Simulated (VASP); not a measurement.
A run of VASP 6.6.1:

Contents of INCAR:

```
SYSTEM = LiF
ALGO     = Normal         ! electronic algorithm
EDIFF    = 1E-7           ! SCF threshold, eV
ENCUT    = 520            ! plane-wave cutoff, eV
ISIF     = 2              ! what is computed and relaxed
ISMEAR   = -1             ! smearing method
LASPH    = .True.         ! aspherical terms in the spheres
LCHARG   = .True.         ! write CHGCAR
LELF     = .True.         ! ELF
LREAL    = .False.        ! projectors in reciprocal space
LVHAR    = .True.       
LWAVE    = .False.        ! write WAVECAR
NBANDS   = 12             ! bands
NELM     = 80             ! most SCF steps
PREC     = Accurate       ! precision mode
SIGMA    = 0.03           ! smearing width, eV
```

The input KPOINTS:

```
k-points
0
Gamma
  10 10 10
  0 0 0
```

Contents of POSCAR:

```
LiF
1.0
    0.0000000000      1.9798578110      1.9798578110
    1.9798578110      0.0000000000      1.9798578110
    1.9798578110      1.9798578110      0.0000000000
Li F
1 1
Direct
    0.0000000000      0.0000000000      0.0000000000
    0.5000000000      0.5000000000      0.5000000000
```

Potentials or basis: VASP PAW LDA potentials, release 64 (Li_sv, F).

Launch:

```bash
$ cat potpaw_LDA.64/Li_sv/POTCAR potpaw_LDA.64/F/POTCAR > POTCAR
$ mpirun -np 1 vasp_std > vasp.out
```

Hardware: 1 thread of AMD EPYC 7R43 64-Core Processor (Zen 3), on a shared host.

Q: Estimate the wall time of this run.

A: It took 13 s on 1 thread of AMD EPYC 7R43 64-Core Processor (Zen 3), with other jobs on the host, peak memory 0.09 GiB. Counts: scf iterations 12, k points 47.
